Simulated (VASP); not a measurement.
A run of VASP 6.6.1 is set up as follows.

INCAR

```
PREC     = Accurate       # precision mode
ENCUT    = 520            # plane-wave cutoff, eV
EDIFF    = 1E-7           # SCF threshold, eV
ISMEAR   = 0              # smearing method
SIGMA    = 0.15           # smearing width, eV
LREAL    = False          # projectors in reciprocal space
LASPH    = True           # aspherical terms in the spheres
NELM     = 80             # most SCF steps
ALGO     = Normal         # electronic algorithm
ISIF     = 2              # what is computed and relaxed
LWAVE    = False          # write WAVECAR
LCHARG   = False          # write CHGCAR
NBANDS   = 16             # bands
```

File KPOINTS:

```
regular mesh
0
Gamma
  18 18 14
```

POSCAR

```
NbB2
1.0
    3.0719809748      0.0000000000      0.0000000000
   -1.5359904874      2.6604135641      0.0000000000
    0.0000000000      0.0000000000      3.3633547210
Nb B
1 2
Direct
    0.0000000000      0.0000000000      0.0000000000
    0.3333333333      0.6666666667      0.5000000000
    0.6666666667      0.3333333333      0.5000000000
```

Potentials or basis: VASP PAW LDA potentials, release 64 (Nb_sv, B).

Launch:

```sh
$ cat potpaw_LDA.64/Nb_sv/POTCAR potpaw_LDA.64/B/POTCAR > POTCAR
$ mpirun -np 1 vasp_std > vasp.out
```

Q: Predict the pressure.

A: -6.8 GPa.

Stress tensor (GPa, compression positive):
```
 -4.54   0.00   0.00
  0.00  -4.54   0.00
  0.00   0.00 -11.38
```

Caveat: the cell differs from its parent crystal (strain +0.000 along x and y, +0.025 along z).
